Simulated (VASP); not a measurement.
Runs of VASP 6.6.1 on AlGa3N4. The structure is that of space group Pm (No. 6), or close to it. The cells are those of the table. 

```csv
cell,gap on the mesh (eV),pressure (GPa),largest force (eV/Å)
"a = 5.293, b = 3.258, c = 5.641 Å, 8 atoms",2.25,-14.3,0.09
"a = 5.216, b = 3.211, c = 5.559 Å, 8 atoms",2.56,(b),0.08
"a = 5.293, b = 3.258, c = 5.559 Å, 8 atoms",2.33,(a),0.17
"a = 5.293, b = 3.258, c = 5.395 Å, 8 atoms",2.42,-7.0,0.49
"a = 5.216, b = 3.211, c = 5.477 Å, 8 atoms",2.65,-4.9,0.20
"a = 5.139, b = 3.163, c = 5.641 Å, 8 atoms",2.62,-4.8,0.35
```

Alike in all rows: task single point; level r2SCAN; potentials or basis VASP PAW PBE potentials, release 64 (Al, Ga_d, N); no spin polarisation; k mesh 6 × 8 × 4; cutoff (eV) 520; smearing gaussian 0.05 eV.

Question: Fill in the values left out.

Answer: (a) -12.1; (b) -7.6.

Caveats: the PAW data sets were made with another functional, which shifts forces and pressure a little.

A k mesh can miss the band edges, and the runs leave out spin-orbit coupling on Ga.
